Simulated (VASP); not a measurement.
Wanted: the native input for a VASP 6.6.1 run.

| Item | Value |
| --- | --- |
| Task | single point |
| Functional | PBE |
| Potentials or basis | VASP PAW PBE potentials, release 64 (La, Lu, F) |
| Cutoff | 520 eV |
| k mesh | 6 × 6 × 4 |
| Occupations | gaussian, width 0.1 eV |
| Spin | no spin polarisation |
| Dipole correction | no |
| Further INCAR settings | ALGO = Normal; EDIFF = 1e-06; NBANDS = 55 |

The structure of La4LuF3 lies in POSCAR:

```
La4LuF3
1.0
    5.9647285876      0.0000000000      0.0000000000
   -2.9823642938      5.1656064836      0.0000000000
    0.0000000000      0.0000000000      7.5247733821
La Lu F
4 1 3
Direct
    0.3333333333      0.6666666667      0.7575022383
    0.6666666667      0.3333333333      0.7575022383
    0.6666666667      0.3333333333      0.2424977617
    0.3333333333      0.6666666667      0.2424977617
    0.0000000000      0.0000000000      0.0000000000
    0.5000000000      0.0000000000      0.5000000000
    0.0000000000      0.5000000000      0.5000000000
    0.5000000000      0.5000000000      0.5000000000
```

The cell was generated, and may not be a known phase.

These files were run (other wordings do the same):

INCAR

```
ALGO = Normal
EDIFF = 1E-6
ENCUT = 520
GGA = PE
ISIF = 2
ISMEAR = 0
LASPH = T
LCHARG = F
LREAL = F
LWAVE = F
NBANDS = 55
NELM = 60
PREC = Accurate
SIGMA = 0.1
```

KPOINTS

```
k-points
0
Gamma
  6 6 4
```

Potentials or basis: VASP PAW PBE potentials, release 64 (La, Lu, F).

Run with:

```sh
$ cat potpaw_PBE.64/La/POTCAR potpaw_PBE.64/Lu/POTCAR potpaw_PBE.64/F/POTCAR > POTCAR
$ mpirun -np 1 vasp_std > vasp.out
```

Results of the run:

```yaml
Pressure: -0.1 GPa
Largest_force: 0.018 eV/Å
Band_gap_on_the_k_mesh: zero (bands 45 and 46 overlap by 0.42 eV)
```

Caveat: spin-orbit coupling is left out, which moves the levels of the heavy elements.

Wall time 4.4 min on 1 thread of Intel(R) Xeon(R) 6975P-C (Granite Rapids), on a shared host, peak memory 0.5 GiB.
